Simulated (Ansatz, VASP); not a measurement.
## Two plane-wave programs on AlSi2B

```
CELL_PARAMETERS angstrom
3.11024 0.00000 0.00000
-1.55512 2.69354 0.00000
0.00000 0.00000 6.45366
ATOMIC_POSITIONS crystal
Al 0.00000 0.00000 0.00000
Si 0.33333 0.66667 0.31992
Si 0.33333 0.66667 0.68008
B 0.66667 0.33333 0.50000
```

Alike in both runs: functional PBE; k mesh 18 × 18 × 8; occupations gaussian, width 0.1 eV; no spin polarisation.

Ansatz relaxed the structure, and its values are those at the end. VASP's run is a single point on that final structure, the one shown.

|  | VASP | Ansatz |
| --- | --- | --- |
| version | VASP 6.6.1 | Ansatz 0.2.0 |
| potentials or method | VASP PAW PBE potentials, release 64 (Al, Si, B), cutoff 520 eV | scalar-relativistic, plane waves, PAW |
| valence electrons in the cell | 14 | 14 |

VASP gave:

- gap on the k mesh at the Fermi level (eV): none
- pressure (GPa): -0.1

Task: What did Ansatz give for the same quantities?

Result: gap on the k mesh at the Fermi level (eV): none; pressure (GPa): 0.0.

A gap of «none» marks a metal or a gap that the smearing closes.
